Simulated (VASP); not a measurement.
A run of VASP 6.6.1:

Contents of INCAR:

```
ALGO = Normal
EDIFF = 1E-6
ENCUT = 520
GGA = PE
ISIF = 2
ISMEAR = 0
LASPH = True
LCHARG = False
LREAL = False
LWAVE = False
NBANDS = 30
NELM = 60
PREC = Accurate
SIGMA = 0.1
```

The input KPOINTS:

```
k-points
0
Gamma
  12 12 12
```

Contents of POSCAR:

```
Zn2GeN
1.0
    2.5848370932      1.4923563916      2.8117758933
   -2.5848370932      1.4923563916      2.8117758933
    0.0000000000     -2.9847127832      2.8117758932
Zn Ge N
2 1 1
Direct
    0.2188391650      0.2188391650      0.2188391650
    0.7811608350      0.7811608350      0.7811608350
    0.5000000000      0.5000000000      0.5000000000
    0.0000000000      0.0000000000      0.0000000000
```

Potentials or basis: VASP PAW PBE potentials, release 64 (Zn, Ge_d, N).

The run is started by

```sh
$ cat potpaw_PBE.64/Zn/POTCAR potpaw_PBE.64/Ge_d/POTCAR potpaw_PBE.64/N/POTCAR > POTCAR
$ mpirun -np 1 vasp_std > vasp.out
```

Hardware: 1 thread of Intel(R) Xeon(R) Platinum 8488C (Sapphire Rapids), on a shared host.

Problem. Estimate the wall time of this run.

Solution. It took 4.2 min on 1 thread of Intel(R) Xeon(R) Platinum 8488C (Sapphire Rapids), on a shared host, peak memory 0.43 GiB. Counts: scf iterations 14, k points 189.
